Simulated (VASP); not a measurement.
Sr2NbO2:

```
Sr Nb O
1.0
    -2.44857    2.44857    3.77828
     2.44857   -2.44857    3.77828
     2.44857    2.44857   -3.77828
Sr Nb O
2 1 2
Direct
  0.75000 0.25000 0.50000
  0.25000 0.75000 0.50000
  0.00000 0.00000 0.00000
  0.50000 0.00000 0.50000
  0.00000 0.50000 0.50000
```

The cell was built from a structure type or drawn by symmetry, and may not be a known phase.

| Property | Result |
| --- | --- |
| Program | VASP 6.6.1 |
| Task | relaxation of cell and atoms |
| Functional | PBE |
| Potentials or basis | VASP PAW PBE potentials, release 64 (Sr_sv, Nb_sv, O) |
| Cutoff | 600 eV |
| k mesh | 6 × 6 × 6 |
| Occupations | gaussian, width 0.1 eV |
| Spin | collinear spin, zero start |
| Starting moments | [0.0, 0.0, 0.0, 0.0, 0.0] μB |

At the start: pressure 45.6 GPa; volume 18.12 Å³/atom.

Problem. Where does the relaxation end?

Solution. Over 14 steps the energy falls by 1858.2 meV/atom and the volume is 19.40 Å³/atom (+7.0 %); space group I4/mmm (No. 139, to 0.1 Å) before and after; moment 0.00 μB per cell.

The path:
```
step  energy change (eV)  largest force (eV/Å)  pressure (GPa)  volume (Å³)
   1              0.0000                0.0000           45.57        90.61
   2             -2.8951                0.0000          -20.08       159.81
   3             -8.4062                0.0000           -8.72       122.35
   4             -8.5573                0.0000           -6.78       119.27
   5             -8.6100                0.0000           -4.23       115.96
   6             -8.6105                0.0000           -4.66       116.47
   7             -8.9616                0.0000           -2.64       107.55
   8             -9.2093                0.0000           -1.24       100.14
   9             -8.8796                0.0000           11.75        85.97
  10             -9.2665                0.0000            0.97        96.56
  11             -9.2696                0.0000            1.74        95.48
  12             -9.2771                0.0000           -0.43        96.85
  13             -9.2901                0.0000            0.47        96.25
  14             -9.2911                0.0000           -0.11        96.99
```

Final structure:
```
CELL_PARAMETERS angstrom
-2.20684 2.20684 4.97857
2.20684 -2.20684 4.97857
2.20684 2.20684 -4.97857
ATOMIC_POSITIONS crystal
Sr 0.75000 0.25000 0.50000
Sr 0.25000 0.75000 0.50000
Nb 0.00000 0.00000 0.00000
O 0.50000 0.00000 0.50000
O 0.00000 0.50000 0.50000
```
